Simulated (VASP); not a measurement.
# B (Pnnm) in VASP: notebook, part 2 of 2

VASP 6.6.1. Earlier steps stand in the parts before.

### Step 4. Relaxation of cell and atoms, PBE

This run uses another cell than the first one, of 7.92 Å³/atom.

INCAR

```
SYSTEM = B
PREC = Accurate
ENCUT = 600
EDIFF = 1E-7
ISMEAR = 0
SIGMA = 0.1
LREAL = .False.
LASPH = .True.
NELM = 80
ALGO = Normal
ISIF = 3
LWAVE = .False.
LCHARG = .False.
GGA = PE
IBRION = 2
NSW = 90
EDIFFG = -0.04
```

KPOINTS

```
regular mesh
0
Gamma
  6 4 2
  0 0 0
```

POSCAR

```
B
1.0
    2.7258821900      0.0000000000      0.0000000000
    0.0000000000      4.5304882000      0.0000000000
    0.0000000000      0.0000000000      7.6936851600
B
12
Direct
    0.8842754200      0.3179978700      0.2012293300
    0.3842754200      0.1820021300      0.2987706700
    0.6157245800      0.8179978700      0.2987706700
    0.1157245800      0.6820021300      0.2012293300
    0.1157245800      0.6820021300      0.7987706700
    0.6157245800      0.8179978700      0.7012293300
    0.3842754200      0.1820021300      0.7012293300
    0.8842754200      0.3179978700      0.7987706700
    0.7474270600      0.8809678000      0.5000000000
    0.2474270600      0.6190322000      0.0000000000
    0.7525729400      0.3809678000      0.0000000000
    0.2525729400      0.1190322000      0.5000000000
```

Potentials or basis: VASP PAW PBE potentials, release 64 (B).

Started as:

```console
$ cat potpaw_PBE.64/B/POTCAR > POTCAR
$ mpirun -np 1 vasp_std > vasp.out
```

OUTCAR:

```text
SYSTEM = B
   PREC = Accurate
   ENCUT = 600
   EDIFF = 1E-7
   ISMEAR = 0
   LREAL = .False.
   LASPH = .True.
   NELM = 80
   ISIF = 3
   GGA = PE
   IBRION = 2
   NSW = 90
   EDIFFG = -0.04

 ion  position               nearest neighbor table
   1  0.884  0.318  0.201-  11 1.61   2 1.67   2 1.67   4 1.77
   2  0.384  0.182  0.299-  12 1.61   1 1.67   1 1.67   3 1.77
   3  0.616  0.818  0.299-   9 1.61   4 1.67   4 1.67   2 1.77
   4  0.116  0.682  0.201-  10 1.61   3 1.67   3 1.67   1 1.77
   5  0.116  0.682  0.799-  10 1.61   6 1.67   6 1.67   8 1.77
   6  0.616  0.818  0.701-   9 1.61   5 1.67   5 1.67   7 1.77
   7  0.384  0.182  0.701-  12 1.61   8 1.67   8 1.67   6 1.77
   8  0.884  0.318  0.799-  11 1.61   7 1.67   7 1.67   5 1.77
   9  0.747  0.881  0.500-   3 1.61   6 1.61  12 1.73  12 1.75
  10  0.247  0.619  0.000-   4 1.61   5 1.61  11 1.73  11 1.75
  11  0.753  0.381  0.000-   1 1.61   8 1.61  10 1.73  10 1.75
  12  0.253  0.119  0.500-   2 1.61   7 1.61   9 1.73   9 1.75

  LATTYP: Found a simple orthorhombic cell.
 ALAT       =     2.7258821900
 B/A-ratio  =     1.6620264135
 C/A-ratio  =     2.8224569603

  Lattice vectors:

 A1 = (   2.7258821900,   0.0000000000,   0.0000000000)
 A2 = (   0.0000000000,   4.5304882000,   0.0000000000)
 A3 = (   0.0000000000,   0.0000000000,   7.6936851600)

Analysis of symmetry for initial positions (statically):
=====================================================================
 Subroutine PRICEL returns:
 Original cell was already a primitive cell.

 Routine SETGRP: Setting up the symmetry group for a
 simple orthorhombic supercell.

 Subroutine GETGRP returns: Found  8 space group operations
 (whereof  4 operations were pure point group operations)
 out of a pool of  8 trial point group operations.

The static configuration has the point symmetry C_2h.
 The point group associated with its full space group is D_2h.

Analysis of symmetry for dynamics (positions and initial velocities):
=====================================================================
 Subroutine PRICEL returns:
[... 152 lines left out ...]
  Thomas-Fermi vector in A             =   2.320833
   LORBIT       =      0    0 simple, 1 ext, 2 COOP (PROOUT), +10 PAW based schemes
   GGA     = PE    functional components
   LHFCALC =     F    Hartree Fock is set to
   AEXX    =    0.0000 exact exchange contribution
   IVDW    =     0    specifies the selected vdW correction
   LEPSILON=     F    determine dielectric tensor
   LRPA    =     F    only Hartree local field effects (RPA)
 conjugate gradient relaxation of ions
 non-spin polarized calculation
 Gauss-broadening in eV      SIGMA  =   0.10
  energy-cutoff  :      600.00
  volume of cell :       95.01
 maximum number of plane-waves:      3206
 NGX is ok and might be reduce to    24
   NGX = 11   NGY = 19   NGZ = 31

--------------------------------------- Ionic step        1  -------------------------------------------

 number of electron      36.0000000 magnetization

 Free energy of the ion-electron system (eV)
  ---------------------------------------------------
  ext. energy  EPLUGINS =         0.00000000
  ---------------------------------------------------
  free energy    TOTEN  =       -66.40092500 eV

  energy without entropy =      -66.38097685  energy(sigma->0) =      -66.39095092

------------------------ aborting loop because EDIFF is reached ----------------------------------------

  FORCE on cell =-STRESS in cart. coord.  units (eV):
  Direction    XX          YY          ZZ          XY          YZ          ZX
  --------------------------------------------------------------------------------------
  -------------------------------------------------------------------------------------
  Total       26.2233725      8.0270634     19.6374349      0.0000000      0.0000000      0.0000000
  in kB      442.1937815    135.3570185    331.1378648      0.0000000      0.0000000      0.0000000
  external PRESSURE =     302.8962216 kB  Pullay stress =       0.0000000 kB
[... 119 lines left out ...]
  FREE ENERGIE OF THE ION-ELECTRON SYSTEM (eV)
  ---------------------------------------------------
  free  energy   TOTEN  =       -68.3081568195 eV

  energy  without entropy=      -68.2895343683  energy(sigma->0) =      -68.29884559

[... ionic steps 4 to 32 ...]

--------------------------------------- Ionic step       33  -------------------------------------------

 number of electron      35.9999999 magnetization

------------------------ aborting loop because EDIFF is reached ----------------------------------------
[... 87 lines left out ...]
--------------------------------------- Ionic step       35  -------------------------------------------

 number of electron      35.9999999 magnetization

 Free energy of the ion-electron system (eV)
  ---------------------------------------------------
  ext. energy  EPLUGINS =         0.00000000
  ---------------------------------------------------
  free energy    TOTEN  =       -74.08588442 eV

  energy without entropy =      -74.07822409  energy(sigma->0) =      -74.08205426

 E-fermi :   6.8656     XC(G=0): -11.9931

 val. band max:        6.8543566664   @ k =   0.3333   0.2500   0.0000
 cond. band min:       6.9831479316   @ k =   0.5000   0.2500   0.0000
 fundamental gap:      0.1287912652
 Fermi energy:         6.8655912335

 k-point     1 :       0.0000    0.0000    0.0000
  band No.  band energies     occupation
      1      -9.4180      2.00000
      2      -8.7268      2.00000
      3      -6.2260      2.00000
      4      -2.6425      2.00000
      5      -2.5153      2.00000
      6       0.4866      2.00000
[... 700 lines left out ...]
  FREE ENERGIE OF THE ION-ELECTRON SYSTEM (eV)
  ---------------------------------------------------
  free  energy   TOTEN  =       -74.0858844227 eV

  energy  without entropy=      -74.0782240882  energy(sigma->0) =      -74.08205426

 reached required accuracy - stopping structural energy minimisation
```

CONTCAR:

```text
B
   1.00000000000000
     3.2902770635800618    0.0000000000000000    0.0000000000000000
     0.0000000000000000    2.9595742514077559    0.0000000000000000
     0.0000000000000000    0.0000000000000000    8.5840154318803332
  B
    12
Direct
     0.8533879732190969    0.2486249577224377    0.1916372403324339
     0.3533879732190969    0.2513750422775626    0.3083627596675661
     0.6466120267809031    0.7486249577224376    0.3083627596675661
     0.1466120267809032    0.7513750422775624    0.1916372403324338
     0.1466120267809032    0.7513750422775624    0.8083627596675661
     0.6466120267809031    0.7486249577224376    0.6916372403324339
     0.3533879732190969    0.2513750422775626    0.6916372403324339
     0.8533879732190969    0.2486249577224377    0.8083627596675661
     0.7729551697117191    0.8401891414622511    0.5000000000000000
     0.2729551697117189    0.6598108585377489    0.0000000000000000
     0.7270448302882809    0.3401891414622511    0.0000000000000000
     0.2270448302882809    0.1598108585377490    0.5000000000000000

  0.00000000E+00  0.00000000E+00  0.00000000E+00
  0.00000000E+00  0.00000000E+00  0.00000000E+00
  0.00000000E+00  0.00000000E+00  0.00000000E+00
  0.00000000E+00  0.00000000E+00  0.00000000E+00
  0.00000000E+00  0.00000000E+00  0.00000000E+00
  0.00000000E+00  0.00000000E+00  0.00000000E+00
  0.00000000E+00  0.00000000E+00  0.00000000E+00
  0.00000000E+00  0.00000000E+00  0.00000000E+00
  0.00000000E+00  0.00000000E+00  0.00000000E+00
  0.00000000E+00  0.00000000E+00  0.00000000E+00
  0.00000000E+00  0.00000000E+00  0.00000000E+00
  0.00000000E+00  0.00000000E+00  0.00000000E+00
```

It took 15 min on 1 thread of AMD EPYC 9R45 (Zen 5), shared host; peak memory 0.21 GiB.

Results:

| Item | Value |
| --- | --- |
| Free energy | -74.0859 eV |
| Relaxed volume | 6.97 Å³/atom |
| Relaxed cell | a = 3.290 Å, b = 2.960 Å, c = 8.584 Å, α = 90.00°, β = 90.00°, γ = 90.00° |
| Space group after relaxing (to 0.1 Å) | Pnnm (No. 58) |
| Energy gained by relaxing | 640.4 meV/atom |
| Ionic steps | 35 |
| Pressure after relaxing | 0.1 GPa |
| Largest force after relaxing | 0.020 eV/Å |
| Band gap on the k mesh | zero (bands 18 and 19 overlap by 3.72 eV) |

Forces on the atoms (eV/Å):
```
B    0.008 -0.009  0.011
B    0.008  0.009 -0.011
B   -0.008 -0.009 -0.011
B   -0.008  0.009  0.011
B   -0.008  0.009 -0.011
B   -0.008 -0.009  0.011
B    0.008  0.009  0.011
B    0.008 -0.009 -0.011
B   -0.004 -0.019  0.000
B   -0.004  0.019  0.000
B    0.004 -0.019  0.000
B    0.004  0.019  0.000
```

Step by step:
| step | energy change (eV) | largest force (eV/Å) | pressure (GPa) | volume (Å³) |
| --- | --- | --- | --- | --- |
| 1 | 0.0000 | 1.8876 | 30.29 | 95.01 |
| 2 | -1.7040 | 0.8285 | -12.18 | 116.98 |
| 3 | -1.9072 | 0.6550 | -4.20 | 110.86 |
| 4 | -2.5605 | 0.9387 | -5.22 | 110.33 |
| 5 | -2.9515 | 1.4686 | -6.40 | 109.46 |
| 6 | -3.3576 | 1.2590 | -6.63 | 107.59 |
| 7 | -3.7459 | 1.5260 | -6.71 | 104.68 |
| 8 | -3.6818 | 3.1713 | -6.67 | 98.69 |
| 9 | -3.8521 | 2.1804 | -6.68 | 102.21 |
| 10 | -4.5334 | 1.0384 | -4.24 | 98.00 |
| 11 | -4.8838 | 0.8588 | 2.50 | 92.26 |
| 12 | -5.2263 | 0.8807 | 3.27 | 90.96 |
| 13 | -5.3390 | 1.0393 | 4.85 | 89.86 |
| 14 | -5.7881 | 0.9254 | -2.57 | 90.94 |
| 15 | -5.8844 | 1.1559 | -5.40 | 91.50 |
| 16 | -6.2662 | 0.7278 | -5.69 | 90.13 |
| 17 | -6.6370 | 1.8738 | -1.82 | 87.27 |
| 18 | -6.6176 | 1.4482 | -3.85 | 88.12 |
| 19 | -6.6421 | 1.6657 | -2.97 | 87.69 |
| 20 | -6.9104 | 1.5073 | -0.95 | 86.25 |
| 21 | -6.9335 | 1.4434 | 2.81 | 84.75 |
| 22 | -6.9659 | 1.3535 | 1.01 | 85.41 |
| 23 | -7.2378 | 0.8929 | -0.38 | 85.34 |
| 24 | -7.3627 | 1.0496 | -1.32 | 85.24 |
| 25 | -7.3650 | 1.1685 | -1.41 | 85.23 |
| 26 | -7.4944 | 0.7077 | -1.28 | 84.87 |
| 27 | -7.5577 | 0.3676 | -0.82 | 84.34 |
| 28 | -7.5581 | 0.3737 | -0.86 | 84.38 |
| 29 | -7.5892 | 0.3593 | -0.19 | 84.05 |
| 30 | -7.6436 | 0.3384 | 2.21 | 83.08 |
| 31 | -7.6686 | 0.2071 | 0.91 | 83.41 |
| 32 | -7.6760 | 0.1134 | -0.29 | 83.73 |
| 33 | -7.6810 | 0.0768 | -0.38 | 83.76 |
| 34 | -7.6841 | 0.0456 | -0.52 | 83.80 |
| 35 | -7.6850 | 0.0199 | 0.05 | 83.59 |

Final structure:
```xyz
12
Lattice="3.2903 0.0000 0.0000 0.0000 2.9596 0.0000 0.0000 0.0000 8.5840" Properties=species:S:1:pos:R:3 pbc="T T T"
B     2.8079    0.7358    1.6450
B     1.1627    0.7440    2.6470
B     2.1275    2.2156    2.6470
B     0.4824    2.2238    1.6450
B     0.4824    2.2238    6.9390
B     2.1275    2.2156    5.9370
B     1.1627    0.7440    5.9370
B     2.8079    0.7358    6.9390
B     2.5432    2.4866    4.2920
B     0.8981    1.9528    0.0000
B     2.3922    1.0068    0.0000
B     0.7470    0.4730    4.2920
```

Caveat: the k points lie up to 0.53 Å⁻¹ apart in the final cell, too coarse for converged energies and pressures of a metal; a cell axis changed by over 15 % at a fixed basis, so the end point is rough.

### Step 5. Relaxation of cell and atoms, PBE

INCAR

```
  ALGO = Normal
  EDIFF = 1E-6
  EDIFFG = -0.04
  ENCUT = 600
  GGA = PE
  IBRION = 2
  ISIF = 3
  ISMEAR = 0
  LASPH = True
  LCHARG = False
  LREAL = False
  LWAVE = False
  NELM = 100
  NSW = 90
  PREC = Accurate
  SIGMA = 0.1
```

KPOINTS

```
k-points
0
Gamma
  6 6 2
```

POSCAR

```
B
1.0
    2.9577394661      0.0000000000      0.0000000000
    0.0000000000      3.2899112732      0.0000000000
    0.0000000000      0.0000000000      8.5874020246
B
12
Direct
    0.7485430926      0.6465978885      0.6916036390
    0.7514569074      0.1465978885      0.8083963610
    0.2485430926      0.8534021115      0.8083963610
    0.2514569074      0.3534021115      0.6916036390
    0.2514569074      0.3534021115      0.3083963610
    0.2485430926      0.8534021115      0.1916036390
    0.7514569074      0.1465978885      0.1916036390
    0.7485430926      0.6465978885      0.3083963610
    0.3389775259      0.7265391801      0.0000000000
    0.1610224741      0.2265391801      0.5000000000
    0.8389775259      0.7734608199      0.5000000000
    0.6610224741      0.2734608199      0.0000000000
```

Started as:

```console
$ cat potpaw_PBE.64/B/POTCAR > POTCAR
$ mpirun -np 1 vasp_std > vasp.out
```

Run time: 2.4 min. Hardware: 1 thread of AMD EPYC 9R45 (Zen 5), shared host; peak memory 0.19 GiB.

The run converged. Its results:

```
Free energy                           : -74.2633 eV
Relaxed volume                        : 6.93 Å³/atom
Relaxed cell                          : a = 2.942 Å, b = 3.289 Å, c = 8.601 Å, α = 90.00°, β = 90.00°, γ = 90.00°
Space group after relaxing (to 0.1 Å) : Pnnm (No. 58)
Energy gained by relaxing             : 0.9 meV/atom
Ionic steps                           : 6
Pressure after relaxing               : -0.2 GPa
Largest force after relaxing          : 0.030 eV/Å
Band gap on the k mesh                : zero (bands 18 and 19 overlap by 4.02 eV)
```

Forces in eV/Å, atoms in the order of the input:
```
B   -0.002 -0.029 -0.008
B    0.002 -0.029  0.008
B   -0.002  0.029  0.008
B    0.002  0.029 -0.008
B    0.002  0.029  0.008
B   -0.002  0.029 -0.008
B    0.002 -0.029 -0.008
B   -0.002 -0.029  0.008
B   -0.009 -0.017  0.000
B    0.009 -0.017  0.000
B   -0.009  0.017  0.000
B    0.009  0.017  0.000
```

Stress tensor (GPa, compression positive):
```
-0.16  0.00  0.00
 0.00 -0.26  0.00
 0.00  0.00 -0.25
```

Step by step:
| step | energy change (eV) | largest force (eV/Å) | pressure (GPa) | volume (Å³) |
| --- | --- | --- | --- | --- |
| 1 | 0.0000 | 0.1112 | -0.39 | 83.56 |
| 2 | -0.0037 | 0.1029 | -0.02 | 83.36 |
| 3 | -0.0053 | 0.0975 | 0.40 | 83.12 |
| 4 | -0.0079 | 0.0670 | 0.20 | 83.16 |
| 5 | -0.0089 | 0.0528 | -0.02 | 83.20 |
| 6 | -0.0103 | 0.0300 | -0.22 | 83.22 |

Final structure:
```xyz
12
Lattice="2.9420 0.0000 0.0000 0.0000 3.2887 0.0000 0.0000 0.0000 8.6013" Properties=species:S:1:pos:R:3 pbc="T T T"
B     2.2021    2.1316    5.9482
B     2.2109    0.4873    6.9537
B     0.7311    2.8014    6.9537
B     0.7399    1.1571    5.9482
B     0.7399    1.1571    2.6531
B     0.7311    2.8014    1.6475
B     2.2109    0.4873    1.6475
B     2.2021    2.1316    2.6531
B     0.9656    2.3780    0.0000
B     0.5054    0.7336    4.3006
B     2.4366    2.5551    4.3006
B     1.9764    0.9107    0.0000
```

Levels at points of the mesh, in eV from the Fermi level:
```
           k point  band 15  band 16  band 17  band 18  band 19  band 20  band 21  band 22
(0.00, 0.00, 0.00)    -0.71    -0.35    -0.16     0.08     1.72     1.92     2.03     2.53
(0.50, 0.00, 0.00)    -1.34    -1.34    -0.81    -0.81     1.89     1.89     2.83     2.83
(0.00, 0.50, 0.00)    -1.38    -1.38     1.29     1.29     1.60     1.60     2.16     2.16
(0.50, 0.50, 0.00)    -3.65    -3.65    -3.19    -3.19    -2.54    -2.54     5.52     5.52
(0.00, 0.00, 0.50)    -1.21    -1.21     0.76     0.76     1.06     1.06     2.32     2.32
(0.50, 0.00, 0.50)    -2.53    -2.53    -0.78    -0.78     1.83     1.83     2.97     2.97
(0.00, 0.50, 0.50)    -2.26    -2.26     1.47     1.47     1.83     1.83     1.87     1.87
(0.50, 0.50, 0.50)    -4.66    -4.66    -2.08    -2.08    -1.64    -1.64     4.31     4.31
```

Caveat: the k points lie up to 0.37 Å⁻¹ apart in the final cell, too coarse for converged energies and pressures of a metal.

### Step 6. Summary

```csv
task,cell,k mesh,cutoff (eV),gap on the mesh (eV),pressure (GPa),relaxed volume (Å³/atom),largest force (eV/Å)
single point,"a = 3.290, b = 2.958, c = 8.587 Å, 12 atoms, atomic positions A",6 × 4 × 2,520,none,0.0,-,0.02
single point,"a = 2.941, b = 3.287, c = 8.598 Å, 12 atoms, atomic positions B",6 × 6 × 2,520,none,0.1,-,0.02
relaxation of cell and atoms,"relaxed from a = 2.726, b = 4.530, c = 7.694 Å, 12 atoms, atomic positions C",6 × 4 × 2,600,none,0.1,6.97,0.02
relaxation of cell and atoms,"relaxed from a = 2.958, b = 3.290, c = 8.587 Å, 12 atoms, atomic positions D",6 × 6 × 2,600,none,-0.2,6.93,0.03
```

Alike in all rows: level PBE; potentials or basis VASP PAW PBE potentials, release 64 (B); no spin polarisation; smearing gaussian 0.1 eV.

Caveats: all runs use coarse meshes; a cell axis changed by over 15 % at a fixed basis, so the end point is rough (at least some runs).

Total energies depend on the potentials used, so only differences within one code and one set of settings carry meaning.
